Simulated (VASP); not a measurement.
Write the native input for VASP 6.6.1 that does the following.

| Property | Result |
| --- | --- |
| Task | single point |
| Functional | PBE |
| Potentials or basis | VASP PAW PBE potentials, release 64 (Ga_d, P) |
| Cutoff | 520 eV |
| k mesh | 8 × 8 × 6 |
| Occupations | gaussian, width 0.02 eV |
| Spin | no spin polarisation |
| Dipole correction | no |
| Further INCAR settings | ALGO = Normal; EDIFF = 1e-07; NBANDS = 26 |

The structure of GaP lies in POSCAR:

```
GaP
1.0
    2.8351352458      2.8351352458      0.0000000000
   -2.8351352458      2.8351352458      0.0000000000
    0.0000000000      0.0000000000      5.3658381926
Ga P
2 2
Direct
    0.0000000000      0.0000000000      0.0000000000
    0.5000000000      0.5000000000      0.5000000000
    0.5000000000      0.0000000000      0.7500000000
    0.0000000000      0.5000000000      0.2500000000
```

This cell differs from its parent crystal: biaxial strain in the a-b plane: +3.0 %, then relaxed in part.

The input as run:

INCAR

```
SYSTEM = GaP
ALGO = Normal
EDIFF = 1E-7
ENCUT = 520
GGA = PE
ISIF = 2
ISMEAR = 0
LASPH = .True.
LCHARG = .True.
LELF = .True.
LREAL = .False.
LVHAR = .True.
LWAVE = .False.
NBANDS = 26
NELM = 100
PREC = Accurate
SIGMA = 0.02
```

KPOINTS

```
k-points
0
Gamma
  8 8 6
  0 0 0
```

Potentials or basis: VASP PAW PBE potentials, release 64 (Ga_d, P).

Run with:

```console
$ cat potpaw_PBE.64/Ga_d/POTCAR potpaw_PBE.64/P/POTCAR > POTCAR
$ mpirun -np 1 vasp_std > vasp.out
```

It gave:

```yaml
Pressure: -2.4 GPa
Band_gap_on_the_k_mesh: 1.11 eV
```

Caveat: the cell differs from its parent crystal (biaxial strain in the a-b plane: +3.0 %, then relaxed in part).

Wall time 91 s on 1 thread of Intel Xeon 6455B, on a shared host, peak memory 0.25 GiB.
